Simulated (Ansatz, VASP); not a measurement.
# Two plane-wave programs on PbS

```
CELL_PARAMETERS angstrom
0.00000 2.81675 2.81675
2.81675 0.00000 2.81675
2.81675 2.81675 0.00000
ATOMIC_POSITIONS crystal
Pb 0.00000 0.00000 0.00000
S 0.50000 0.50000 0.50000
```

Change from the starting cell: strain -0.050 along x and y, -0.050 along z, atoms carried along.

Alike in both runs: task single point; functional r2SCAN; k mesh 8 × 8 × 8; occupations gaussian, width 0.05 eV; no spin polarisation.

```csv
,VASP,Ansatz
version,VASP 6.6.1,Ansatz 0.2.0
potentials or method,"VASP PAW PBE potentials, release 64 (Pb_d, S), cutoff 550 eV","scalar-relativistic, plane waves, PAW"
valence electrons in the cell,20,20
```

```csv
,VASP,Ansatz,Ansatz less VASP
gap on the k mesh at the Fermi level (eV),0.13,0.14,+0.015
least direct gap on the mesh (eV),0.13,0.14,+0.015
pressure (GPa),14.5,14.5,-0.06
```

VASP's potentials were made for PBE, not for r2SCAN. The functional is the same, so the differences come from potentials, cutoffs and numerics.

Neither program's run includes spin-orbit coupling.
